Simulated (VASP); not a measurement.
# TeAu (Fd-3m) in VASP: further runs, part 3 of 3

VASP 6.6.1. Earlier steps stand in the parts before.

## (6) Relaxation of cell and atoms, PBE

This run uses another cell than the first one, of 16.12 Å³/atom, 0.689 times its volume.

Contents of INCAR:

```
SYSTEM = TeAu
ALGO = Normal
EDIFF = 1E-6
EDIFFG = -0.04
ENCUT = 600
GGA = PE
IBRION = 2
ISIF = 3
ISMEAR = 0
LASPH = .True.
LCHARG = .False.
LREAL = .False.
LWAVE = .False.
NELM = 100
NSW = 90
PREC = Accurate
SIGMA = 0.1
```

Contents of KPOINTS:

```
k-points
0
Gamma
  6 6 6
  0 0 0
```

Contents of POSCAR:

```
TeAu
1.0
    0.0000000000      3.1827539200      3.1827539200
    3.1827539200      0.0000000000      3.1827539200
    3.1827539200      3.1827539200      0.0000000000
Te Au
2 2
Direct
    0.7500000000      0.7500000000      0.7500000000
    0.5000000000      0.5000000000      0.5000000000
    0.2500000000      0.2500000000      0.2500000000
    0.0000000000      0.0000000000      0.0000000000
```

Potentials or basis: VASP PAW PBE potentials, release 64 (Te, Au).

Command:

```bash
> cat potpaw_PBE.64/Te/POTCAR potpaw_PBE.64/Au/POTCAR > POTCAR
> mpirun -np 1 vasp_std > vasp.out
```

OUTCAR:

```text
SYSTEM = TeAu
   EDIFF = 1E-6
   EDIFFG = -0.04
   ENCUT = 600
   GGA = PE
   IBRION = 2
   ISIF = 3
   ISMEAR = 0
   LASPH = .True.
   LREAL = .False.
   NELM = 100
   NSW = 90
   PREC = Accurate

 ion  position               nearest neighbor table
   1  0.750  0.750  0.750-   2 2.76   2 2.76   2 2.76   2 2.76   4 2.76   4 2.76   4 2.76   4 2.76
                             3 3.18   3 3.18   3 3.18   3 3.18   3 3.18   3 3.18
   2  0.500  0.500  0.500-   3 2.76   3 2.76   3 2.76   1 2.76   3 2.76   1 2.76   1 2.76   1 2.76
                             4 3.18   4 3.18   4 3.18   4 3.18   4 3.18   4 3.18
   3  0.250  0.250  0.250-   4 2.76   4 2.76   4 2.76   2 2.76   4 2.76   2 2.76   2 2.76   2 2.76
                             1 3.18   1 3.18   1 3.18   1 3.18   1 3.18   1 3.18
   4  0.000  0.000  0.000-   1 2.76   1 2.76   1 2.76   1 2.76   3 2.76   3 2.76   3 2.76   3 2.76
                             2 3.18   2 3.18   2 3.18   2 3.18   2 3.18   2 3.18

  LATTYP: Found a face centered cubic cell.
 ALAT       =     6.3655078400

  Lattice vectors:

 A1 = (   0.0000000000,   3.1827539200,   3.1827539200)
 A2 = (   3.1827539200,   0.0000000000,   3.1827539200)
 A3 = (   3.1827539200,   3.1827539200,   0.0000000000)

Analysis of symmetry for initial positions (statically):
=====================================================================
 Subroutine PRICEL returns:
 Original cell was already a primitive cell.

 Routine SETGRP: Setting up the symmetry group for a
 face centered cubic supercell.

 Subroutine GETGRP returns: Found 48 space group operations
 (whereof 24 operations were pure point group operations)
 out of a pool of 48 trial point group operations.

The static configuration has the point symmetry T_d .
 The point group associated with its full space group is O_h .

Analysis of symmetry for dynamics (positions and initial velocities):
=====================================================================
 Subroutine PRICEL returns:
 Original cell was already a primitive cell.

 Routine SETGRP: Setting up the symmetry group for a
 face centered cubic supercell.

 Subroutine GETGRP returns: Found 48 space group operations
 (whereof 24 operations were pure point group operations)
 out of a pool of 48 trial point group operations.

The dynamic configuration has the point symmetry T_d .
 The point group associated with its full space group is O_h .

 Subroutine INISYM returns: Found 48 space group operations
 (whereof 24 operations are pure point group operations),
[... 90 lines left out ...]
   NELM   =    100;   NELMIN=  2; NELMDL= -5     # of ELM steps
   EDIFF  = 0.1E-05   stopping-criterion for ELM
   LREAL  =      F    real-space projection
   EDIFFG = -.4E-01   stopping-criterion for IOM
   NSW    =     90    number of steps for IOM
   IBRION =      2    ionic relax: 0-MD 1-quasi-New 2-CG
   NFREE  =      1    steps in history (QN), initial steepest desc. (CG)
   ISIF   =      3    stress and relaxation
   ISYM   =      2    0-nonsym 1-usesym 2-fastsym
   POTIM  = 0.5000    time-step for ionic-motion
   TEBEG  =    0.0;   TEEND  =   0.0 temperature during run
   PSTRESS=    0.0 pullay stress
   NELECT =      34.0000    total number of electrons
   NUPDOWN=      -1.0000    fix difference up-down
   EMIN   =  10.00;   EMAX   =-10.00  energy-range for DOS
   EFERMI =   0.00;   METHOD = LEGACY
   ISMEAR =     0;   SIGMA  =   0.10  broadening in eV -4-tet -1-fermi 0-gaus
   EFERMI_NEDOS =   21; number of points for ismear=-14 and -15
   IALGO  =     38    algorithm
   IMIX   =      4    mixing-type and parameters
     AMIX     =   0.40;   BMIX     =  1.00
     AMIX_MAG =   1.60;   BMIX_MAG =  1.00
  volume/ion in A,a.u.               =      16.12       108.79
  Fermi-wavevector in a.u.,A,eV,Ry     =   1.322578  2.499311 23.799494  1.749213
  Thomas-Fermi vector in A             =   2.452249
   LORBIT       =      0    0 simple, 1 ext, 2 COOP (PROOUT), +10 PAW based schemes
   GGA     = PE    functional components
   LHFCALC =     F    Hartree Fock is set to
   AEXX    =    0.0000 exact exchange contribution
   IVDW    =     0    specifies the selected vdW correction
   LEPSILON=     F    determine dielectric tensor
   LRPA    =     F    only Hartree local field effects (RPA)
 conjugate gradient relaxation of ions
 non-spin polarized calculation
 Gauss-broadening in eV      SIGMA  =   0.10
  energy-cutoff  :      600.00
  volume of cell :       64.48
 maximum number of plane-waves:      2174
   NGX = 17   NGY = 17   NGZ = 17

--------------------------------------- Ionic step        1  -------------------------------------------

 number of electron      33.9999997 magnetization

 Free energy of the ion-electron system (eV)
  ---------------------------------------------------
  ext. energy  EPLUGINS =         0.00000000
  ---------------------------------------------------
  free energy    TOTEN  =        -6.66498371 eV

  energy without entropy =       -6.65226695  energy(sigma->0) =       -6.65862533

 E-fermi :  14.9158     XC(G=0): -12.9332

 val. band max:       14.9088963557   @ k =  -0.3333   0.1667   0.0000
 cond. band min:      14.9239272047   @ k =   0.5000   0.0000   0.0000
 fundamental gap:      0.0150308490
 Fermi energy:        14.9158410495
[... 924 lines left out ...]
--------------------------------------- Ionic step        5  -------------------------------------------

 number of electron      34.0000004 magnetization

 Free energy of the ion-electron system (eV)
  ---------------------------------------------------
  ext. energy  EPLUGINS =         0.00000000
  ---------------------------------------------------
  free energy    TOTEN  =       -11.15181415 eV

  energy without entropy =      -11.13873313  energy(sigma->0) =      -11.14527364

 E-fermi :   8.1822     XC(G=0): -10.9702

 val. band max:        8.1536645237   @ k =   0.3333   0.0000   0.0000
 cond. band min:       8.1829890833   @ k =   0.0000   0.0000   0.0000
 fundamental gap:      0.0293245596
 Fermi energy:         8.1822305121
[... 413 lines left out ...]
  FREE ENERGIE OF THE ION-ELECTRON SYSTEM (eV)
  ---------------------------------------------------
  free  energy   TOTEN  =       -11.1518141518 eV

  energy  without entropy=      -11.1387331325  energy(sigma->0) =      -11.14527364

 reached required accuracy - stopping structural energy minimisation
```

OSZICAR:

```text
N       E                     dE             d eps       ncg     rms          rms(c)
DAV:   1     0.229836743256E+03    0.22984E+03   -0.17765E+04   672   0.168E+03
DAV:   2     0.293772300751E+01   -0.22690E+03   -0.21858E+03   747   0.319E+02
DAV:   3    -0.732518533106E+01   -0.10263E+02   -0.10059E+02   785   0.613E+01
[... 57 lines left out ...]
DAV:   5    -0.111517296340E+02    0.33480E-04   -0.85203E-04   765   0.189E-01    0.312E-01
DAV:   6    -0.111518370752E+02   -0.10744E-03   -0.20574E-04   716   0.880E-02    0.141E-01
DAV:   7    -0.111518129449E+02    0.24130E-04   -0.68142E-05   685   0.575E-02    0.502E-02
DAV:   8    -0.111518141345E+02   -0.11896E-05   -0.83889E-06   697   0.194E-02    0.832E-03
DAV:   9    -0.111518141518E+02   -0.17360E-07   -0.43924E-07   336   0.599E-03
   5 F= -.11151814E+02 E0= -.11145274E+02  d E =-.448683E+01
```

CONTCAR:

```text
TeAu
   1.00000000000000
    -0.0000000000000000    3.6005318695543185    3.6005318695543189
     3.6005318695543185    0.0000000000000000    3.6005318695543189
     3.6005318695543185    3.6005318695543185   -0.0000000000000000
  Te              Au
     2     2
Direct
     0.7500000000000000    0.7500000000000000    0.7500000000000000
     0.5000000000000000    0.5000000000000000    0.5000000000000000
     0.2500000000000000    0.2500000000000000    0.2500000000000000
     0.0000000000000000    0.0000000000000000    0.0000000000000000

  0.00000000E+00  0.00000000E+00  0.00000000E+00
  0.00000000E+00  0.00000000E+00  0.00000000E+00
  0.00000000E+00  0.00000000E+00  0.00000000E+00
  0.00000000E+00  0.00000000E+00  0.00000000E+00
```

Wall time 68 s (1 thread of Intel Xeon Platinum 8559C (Emerald Rapids), shared host); peak memory 0.22 GiB.

What came out:

| Property | Result |
| --- | --- |
| Free energy | -11.1518 eV |
| Relaxed volume | 23.34 Å³/atom |
| Relaxed cell | a = 5.092 Å, b = 5.092 Å, c = 5.092 Å, α = 60.00°, β = 60.00°, γ = 60.00° |
| Space group after relaxing (to 0.05 Å) | Fd-3m (No. 227) |
| Energy gained by relaxing | 1121.7 meV/atom |
| Ionic steps | 5 |
| Pressure after relaxing | 0.1 GPa |
| Band gap on the k mesh | zero (band 17 reaches 9.91 eV, above the bottom of band 18 at 7.73 eV) |

Step by step:
| step | energy change (eV) | largest force (eV/Å) | pressure (GPa) | volume (Å³) |
| --- | --- | --- | --- | --- |
| 1 | 0.0000 | 0.0000 | 72.48 | 64.48 |
| 2 | -1.0923 | 0.0000 | -9.15 | 159.30 |
| 3 | -4.4528 | 0.0000 | -2.68 | 97.39 |
| 4 | -4.4782 | 0.0000 | -1.43 | 95.42 |
| 5 | -4.4868 | 0.0000 | 0.12 | 93.35 |

Final structure:
```
CELL_PARAMETERS angstrom
0.00000 3.60053 3.60053
3.60053 0.00000 3.60053
3.60053 3.60053 0.00000
ATOMIC_POSITIONS crystal
Te 0.75000 0.75000 0.75000
Te 0.50000 0.50000 0.50000
Au 0.25000 0.25000 0.25000
Au 0.00000 0.00000 0.00000
```

Levels at points of the mesh, in eV from the Fermi level:
```
           k point  band 15  band 16  band 17  band 18  band 19  band 20
(0.00, 0.00, 0.00)    -2.25    -2.25     0.00     0.00     0.00     3.31
(0.50, 0.00, 0.00)    -1.76    -0.67    -0.67     0.04     0.77     1.37
(0.50, 0.50, 0.00)    -2.38    -2.38     1.73     1.73     1.94     1.94
```

Caveat: the volume moved by over 15 % at a fixed basis, so the end points are rough; spin-orbit coupling is left out, which moves the levels of the heavy elements.

## (7) Overview

```csv
task,cell,k mesh,cutoff (eV),gap on the mesh (eV),pressure (GPa),relaxed volume (Å³/atom)
single point,"a = 5.096 Å, angles 60.0°, 4 atoms",12 × 12 × 12,520,none,-0.1,-
relaxation of cell and atoms,"relaxed from a = 5.091 Å, angles 60.0°, 4 atoms",12 × 12 × 12,600,none,-0.1,23.38
single point,"a = 4.501 Å, angles 60.0°, 4 atoms",6 × 6 × 6,520,none,72.4,-
single point,"a = 5.091 Å, angles 60.0°, 4 atoms",6 × 6 × 6,520,none,0.1,-
relaxation of cell and atoms,"relaxed from a = 4.501 Å, angles 60.0°, 4 atoms",6 × 6 × 6,600,none,0.1,23.34
```

Alike in all rows: level PBE; potentials or basis VASP PAW PBE potentials, release 64 (Te, Au); no spin polarisation; smearing gaussian 0.1 eV.

Caveats: spin-orbit coupling is left out, which moves the levels of the heavy elements; the volume moved by over 15 % at a fixed basis, so the end points are rough (some runs).

Absolute energies hang on the potentials; compare differences alone.
